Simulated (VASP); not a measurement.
Input of a VASP 6.6.1 run:

File INCAR:

```
SYSTEM = Ti
ALGO = Fast
EDIFF = 1E-7
EDIFFG = -0.01
ENCUT = 600
GGA = CA
IBRION = 2
ISIF = 4
ISMEAR = 0
LASPH = .True.
LCHARG = .False.
LREAL = .False.
LWAVE = .False.
NELM = 100
NSW = 50
PREC = Accurate
SIGMA = 0.1
```

The input KPOINTS:

```
k-points
0
Gamma
  12 12 14
  0 0 0
```

File POSCAR:

```
Ti
1.0
    4.3093806723      0.0000000028      0.0000000000
   -2.1546903386      3.7320331354      0.0000000000
    0.0000000000      0.0000000000      2.6894247878
Ti
3
Direct
    0.0000000000      0.0000000000      0.0000000000
    0.3333333333      0.6666666667      0.5000000000
    0.6666666667      0.3333333333      0.5000000000
```

Potentials or basis: VASP PAW LDA potentials, release 64 (Ti_sv).

Command:

```sh
$ cat potpaw_LDA.64/Ti_sv/POTCAR > POTCAR
$ mpirun -np 1 vasp_std > vasp.out
```

**Question.** Estimate the band gap on the k mesh.

**Answer.** Zero (band 18 reaches 10.39 eV, above the bottom of band 19 at 9.90 eV).

Stress tensor (GPa, compression positive):
```
13.91  0.00  0.00
 0.00 13.91  0.00
 0.00  0.00 14.00
```
